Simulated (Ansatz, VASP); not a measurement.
# Al2Au: VASP beside Ansatz

```xyz
3
Lattice="0.0000 2.8763 2.8763 2.8763 0.0000 2.8763 2.8763 2.8763 0.0000" Properties=species:S:1:pos:R:3 pbc="T T T"
Al    1.4381    1.4381    1.4381
Al    4.3144    4.3144    4.3144
Au    0.0000    0.0000    0.0000
```

Alike in both runs: task single point; functional PBEsol; k mesh 12 × 12 × 12; occupations gaussian, width 0.1 eV; no spin polarisation.

|  | VASP | Ansatz |
| --- | --- | --- |
| version | VASP 6.6.1 | Ansatz 0.2.0 |
| potentials or method | VASP PAW PBE potentials, release 64 (Al, Au), cutoff 520 eV | scalar-relativistic, plane waves, PAW |
| valence electrons in the cell | 17 | 25 |

```csv
,VASP,Ansatz,Ansatz less VASP
gap on the k mesh at the Fermi level (eV),none,none,-
pressure (GPa),19.6,19.8,+0.21
```

VASP's potentials were made for PBE, not for PBEsol. A gap of «none» marks a metal or a gap that the smearing closes. The functional is the same, so the differences come from potentials, cutoffs and numerics. VASP's potentials hold 17 valence electrons a cell and Ansatz's 25, so a difference there can come from the potentials and not from the codes.

Neither program's run includes spin-orbit coupling.
